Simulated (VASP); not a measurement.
# Ge (Fd-3m) in VASP: a series of runs

The runs below take Ge through single point, with PBE, r2SCAN0.

All numbers are computed with VASP 6.6.1; they aren't measurements. Logs are shortened: lines on timing, memory, paths and dates and some standing lists are left out, and cuts for length are marked.

## Step 1: The cell of the first run

The structure is cubic, space group Fd-3m (No. 227). The conventional cell has a = 5.581 Å, b = 5.581 Å, c = 5.581 Å, α = 90.00°, β = 90.00°, γ = 90.00°. Ge (site symmetry -43m) has 4 Ge at 2.42 Å within 3.2 Å.

## Step 2: Single point, PBE, non-collinear spin, zero start, spin-orbit coupling

The input, INCAR:

```
  PREC = Accurate
  ENCUT = 520
  EDIFF = 1E-6
  ISMEAR = -1
  SIGMA = 0.05
  LREAL = False
  LASPH = True
  NELM = 150
  ALGO = Normal
  ISIF = 2
  LWAVE = False
  LCHARG = False
  LNONCOLLINEAR = True
  MAGMOM = 0 0 0 0 0 0
  LORBIT = 11
  LSORBIT = True
  GGA_COMPAT = False
  LORBMOM = True
  GGA = PE
  NBANDS = 40
```

The input, KPOINTS:

```
regular mesh
0
Gamma
  8 8 8
```

The input, POSCAR:

```
Ge
1.0
    0.0000000000      2.7906767997      2.7906767997
    2.7906767997      0.0000000000      2.7906767997
    2.7906767997      2.7906767997      0.0000000000
Ge
2
Direct
    0.7500000000      0.7500000000      0.7500000000
    0.5000000000      0.5000000000      0.5000000000
```

Potentials or basis: VASP PAW PBE potentials, release 64 (Ge_d).

Started as:

```console
$ cat potpaw_PBE.64/Ge_d/POTCAR > POTCAR
$ mpirun -np 1 vasp_ncl > vasp.out
```

OUTCAR:

```text
PREC = Accurate
   ENCUT = 520
   EDIFF = 1E-6
   ISMEAR = -1
   LREAL = False
   LASPH = True
   NELM = 150
   ISIF = 2
   LNONCOLLINEAR = True
   LORBIT = 11
   LSORBIT = True
   GGA = PE

 ion  position               nearest neighbor table
   1  0.750  0.750  0.750-   2 2.42   2 2.42   2 2.42   2 2.42
   2  0.500  0.500  0.500-   1 2.42   1 2.42   1 2.42   1 2.42

  LATTYP: Found a face centered cubic cell.
 ALAT       =     5.5813535994

  Lattice vectors:

 A1 = (   0.0000000000,   2.7906767997,   2.7906767997)
 A2 = (   2.7906767997,   0.0000000000,   2.7906767997)
 A3 = (   2.7906767997,   2.7906767997,   0.0000000000)

Analysis of symmetry for initial positions (statically):
=====================================================================
 Subroutine PRICEL returns:
 Original cell was already a primitive cell.

 Routine SETGRP: Setting up the symmetry group for a
 face centered cubic supercell.

 Subroutine GETGRP returns: Found 48 space group operations
 (whereof 24 operations were pure point group operations)
 out of a pool of 48 trial point group operations.

The static configuration has the point symmetry T_d .
 The point group associated with its full space group is O_h .

Analysis of symmetry for dynamics (positions and initial velocities):
=====================================================================
 Subroutine PRICEL returns:
 Original cell was already a primitive cell.

 Routine SETGRP: Setting up the symmetry group for a
 face centered cubic supercell.

 Subroutine GETGRP returns: Found 48 space group operations
 (whereof 24 operations were pure point group operations)
 out of a pool of 48 trial point group operations.

The dynamic configuration has the point symmetry T_d .
 The point group associated with its full space group is O_h .

Analysis of structural, dynamic, and magnetic symmetry:
=====================================================================
 Subroutine PRICEL returns:
 Original cell was already a primitive cell.

 Routine SETGRP: Setting up the symmetry group for a
 face centered cubic supercell.

 Subroutine GETGRP returns: Found 48 space group operations
 (whereof 24 operations were pure point group operations)
 out of a pool of 48 trial point group operations.

The overall configuration has the point symmetry T_d .
 The point group associated with its full space group is O_h .

 Subroutine INISYM returns: Found 48 space group operations
 (whereof 24 operations are pure point group operations),
 and found     1 'primitive' translations

[... 1211 lines left out ...]
 -----------------------------------------------------------------------------------
    total drift:                                0.000000      0.000000      0.000000

  FREE ENERGIE OF THE ION-ELECTRON SYSTEM (eV)
  ---------------------------------------------------
  free  energy   TOTEN  =        -8.9584386037 eV

  energy  without entropy=       -8.9579976493  energy(sigma->0) =       -8.95821813

 orbital moment (x)

 # of ion     p       d       tot
 ----------------------------------------
  1        -0.000  -0.000  -0.000
  2        -0.000  -0.000  -0.000
 ----------------------------------------
           -0.000  -0.000  -0.000

 orbital moment (y)

 # of ion     p       d       tot
 ----------------------------------------
  1         0.000   0.000   0.000
  2        -0.000   0.000   0.000
 ----------------------------------------
            0.000   0.000   0.000

 orbital moment (z)

 # of ion     p       d       tot
 ----------------------------------------
  1         0.000  -0.000  -0.000
  2         0.000  -0.000  -0.000
 ----------------------------------------
            0.000  -0.000  -0.000

 Spin-Orbit-Coupling matrix elements

 Ion:    1  E_soc:     -0.0183033
 l=   1
     0.0000000    -0.0020963    -0.0020963
    -0.0020963     0.0000000    -0.0020963
    -0.0020963    -0.0020963     0.0000000
 l=   2
     0.0000000    -0.0001912     0.0000000    -0.0001912    -0.0007630
    -0.0001912     0.0000000    -0.0005723    -0.0001912    -0.0001908
     0.0000000    -0.0005723     0.0000000    -0.0005723     0.0000000
    -0.0001912    -0.0001912    -0.0005723     0.0000000    -0.0001908
    -0.0007630    -0.0001908     0.0000000    -0.0001908     0.0000000
 l=   3
     0.0000000     0.0000000     0.0000000     0.0000000     0.0000000     0.0000000     0.0000000
     0.0000000     0.0000000     0.0000000     0.0000000     0.0000000     0.0000000     0.0000000
     0.0000000     0.0000000     0.0000000     0.0000000     0.0000000     0.0000000     0.0000000
     0.0000000     0.0000000     0.0000000     0.0000000     0.0000000     0.0000000     0.0000000
     0.0000000     0.0000000     0.0000000     0.0000000     0.0000000     0.0000000     0.0000000
     0.0000000     0.0000000     0.0000000     0.0000000     0.0000000     0.0000000     0.0000000
     0.0000000     0.0000000     0.0000000     0.0000000     0.0000000     0.0000000     0.0000000

 Ion:    2  E_soc:     -0.0183033
 l=   1
     0.0000000    -0.0020963    -0.0020963
    -0.0020963     0.0000000    -0.0020963
    -0.0020963    -0.0020963     0.0000000
 l=   2
     0.0000000    -0.0001912     0.0000000    -0.0001912    -0.0007630
    -0.0001912     0.0000000    -0.0005723    -0.0001912    -0.0001908
     0.0000000    -0.0005723     0.0000000    -0.0005723     0.0000000
    -0.0001912    -0.0001912    -0.0005723     0.0000000    -0.0001908
    -0.0007630    -0.0001908     0.0000000    -0.0001908     0.0000000
 l=   3
     0.0000000     0.0000000     0.0000000     0.0000000     0.0000000     0.0000000     0.0000000
     0.0000000     0.0000000     0.0000000     0.0000000     0.0000000     0.0000000     0.0000000
     0.0000000     0.0000000     0.0000000     0.0000000     0.0000000     0.0000000     0.0000000
     0.0000000     0.0000000     0.0000000     0.0000000     0.0000000     0.0000000     0.0000000
     0.0000000     0.0000000     0.0000000     0.0000000     0.0000000     0.0000000     0.0000000
     0.0000000     0.0000000     0.0000000     0.0000000     0.0000000     0.0000000     0.0000000
     0.0000000     0.0000000     0.0000000     0.0000000     0.0000000     0.0000000     0.0000000

 total charge

# of ion       s       p       d       tot
------------------------------------------
    1        1.125   1.311  10.031  12.466
    2        1.125   1.311  10.031  12.466
--------------------------------------------------
tot          2.249   2.622  20.061  24.932

 magnetization (x)

# of ion       s       p       d       tot
------------------------------------------
    1       -0.000  -0.000  -0.000  -0.000
    2       -0.000   0.000  -0.000   0.000
--------------------------------------------------
tot         -0.000   0.000  -0.000  -0.000

 magnetization (y)

# of ion       s       p       d       tot
------------------------------------------
    1       -0.000  -0.000  -0.000  -0.000
    2       -0.000  -0.000  -0.000  -0.000
--------------------------------------------------
tot         -0.000  -0.000  -0.000  -0.000

 magnetization (z)

# of ion       s       p       d       tot
------------------------------------------
    1        0.000  -0.000   0.000  -0.000
    2       -0.000  -0.000  -0.000  -0.000
--------------------------------------------------
tot          0.000  -0.000  -0.000  -0.000
```

OSZICAR:

```text
N       E                     dE             d eps       ncg     rms          rms(c)
DAV:   1     0.266011529807E+03    0.26601E+03   -0.13529E+04  2904   0.393E+03
DAV:   2     0.398595957563E+02   -0.22615E+03   -0.21617E+03  2320   0.868E+02
DAV:   3    -0.619300147740E+01   -0.46053E+02   -0.45486E+02  2600   0.202E+02
DAV:   4    -0.900102459562E+01   -0.28080E+01   -0.28032E+01  2672   0.583E+01
DAV:   5    -0.905919307357E+01   -0.58168E-01   -0.58165E-01  2584   0.952E+00    0.341E+00
DAV:   6    -0.899169801398E+01    0.67495E-01   -0.32347E-02  2704   0.173E+00    0.201E+00
DAV:   7    -0.895639712463E+01    0.35301E-01   -0.52255E-02  2600   0.208E+00    0.308E-01
DAV:   8    -0.895747050625E+01   -0.10734E-02   -0.48248E-03  2640   0.747E-01    0.125E-01
DAV:   9    -0.895835182545E+01   -0.88132E-03   -0.69763E-04  2504   0.230E-01    0.228E-02
DAV:  10    -0.895843188261E+01   -0.80057E-04   -0.95884E-05  2592   0.103E-01    0.774E-03
DAV:  11    -0.895843658748E+01   -0.47049E-05   -0.62343E-06  2704   0.300E-02    0.439E-03
DAV:  12    -0.895843851220E+01   -0.19247E-05   -0.23554E-06  2088   0.934E-03    0.202E-03
DAV:  13    -0.895843860374E+01   -0.91543E-07   -0.43037E-08  1576   0.239E-03
   1 F= -.89584386E+01 E0= -.89582181E+01  d E =-.440954E-03  mag=    -0.0000     0.0000    -0.0000
```

It took 1.7 min on 1 thread of Intel Xeon Platinum 8488C (Sapphire Rapids), shared host; peak memory 0.3 GiB.

Results:

```
Free energy                                           : -8.9584 eV
Pressure                                              : 6.9 GPa
Net moment                                            : 0.00 μB per cell
Valence electrons inside the program's atomic spheres : Ge 12.47
```

Moments on the atoms (μB; x, y, z):
```
Ge  0.00 0.00 0.00
Ge  0.00 0.00 0.00
```

Caveat: the cell stands under pressure.

## Step 3: Single point, PBE, non-collinear spin, zero start, spin-orbit coupling

This run uses another cell than the first one, of 22.19 Å³/atom.

The input, INCAR:

```
SYSTEM = Ge
ALGO = Normal
EDIFF = 1E-7
ENCUT = 520
GGA = PE
GGA_COMPAT = .False.
ISIF = 2
ISMEAR = -1
LASPH = .True.
LCHARG = .False.
LORBIT = 11
LORBMOM = .True.
LREAL = .False.
LSORBIT = .True.
LWAVE = .False.
MAGMOM = 0 0 0 0 0 0
NBANDS = 40
NELM = 150
PREC = Accurate
SIGMA = 0.05
```

The input, KPOINTS:

```
k-points
0
Gamma
  8 8 8
  0 0 0
```

The input, POSCAR:

```
Ge
1.0
    0.0000000000      2.8099234548      2.8099234548
    2.8099234548      0.0000000000      2.8099234548
    2.8099234548      2.8099234548      0.0000000000
Ge
2
Direct
    0.7500000000      0.7500000000      0.7500000000
    0.5000000000      0.5000000000      0.5000000000
```

Potentials or basis: VASP PAW PBE potentials, release 64 (Ge_d).

Started as:

```console
$ cat potpaw_PBE.64/Ge_d/POTCAR > POTCAR
$ mpirun -np 1 vasp_ncl > vasp.out
```

Wall time 94 s (1 thread of Intel Xeon Platinum 8488C (Sapphire Rapids), shared host); peak memory 0.3 GiB.

Results (log left out):

```yaml
Free_energy: -8.9927 eV
Pressure: 5.1 GPa
Net_moment: 0.00 μB per cell
Valence_electrons_inside_the_program's_atomic_spheres: Ge 12.44
```

Moments on the atoms (μB; x, y, z):
```
Ge  0.00 0.00 0.00
Ge  0.00 0.00 0.00
```

Caveat: the cell stands under pressure.

## Step 4: Single point, PBE, non-collinear spin, zero start, spin-orbit coupling

This run uses another cell than the first one, of 23.09 Å³/atom.

The input, INCAR:

```
  PREC = Accurate
  ENCUT = 520
  EDIFF = 1E-6
  ISMEAR = -1
  SIGMA = 0.05
  LREAL = F
  LASPH = T
  NELM = 150
  ALGO = Normal
  ISIF = 2
  LWAVE = F
  LCHARG = F
  MAGMOM = 0 0 0 0 0 0
  LORBIT = 11
  LSORBIT = T
  GGA_COMPAT = F
  LORBMOM = T
  GGA = PE
  NBANDS = 40
```

The input, KPOINTS:

```
Automatic mesh
0
Gamma
  8 8 8
```

The input, POSCAR:

```
Ge
1.0
    0.0000000000      2.8476450493      2.8476450493
    2.8476450493      0.0000000000      2.8476450493
    2.8476450493      2.8476450493      0.0000000000
Ge
2
Direct
    0.7500000000      0.7500000000      0.7500000000
    0.5000000000      0.5000000000      0.5000000000
```

Started as:

```console
$ cat potpaw_PBE.64/Ge_d/POTCAR > POTCAR
$ mpirun -np 1 vasp_ncl > vasp.out
```

It took 97 s on 1 thread of Intel Xeon Platinum 8488C (Sapphire Rapids), shared host; peak memory 0.3 GiB.

The run converged. Its results:

```
Free energy                                           : -9.0340 eV
Pressure                                              : 2.2 GPa
Net moment                                            : 0.00 μB per cell
Valence electrons inside the program's atomic spheres : Ge 12.40
```

Moments on the atoms (μB; x, y, z):
```
Ge  0.00 0.00 0.00
Ge  0.00 0.00 0.00
```

(Part 1 of 2 ends here.)
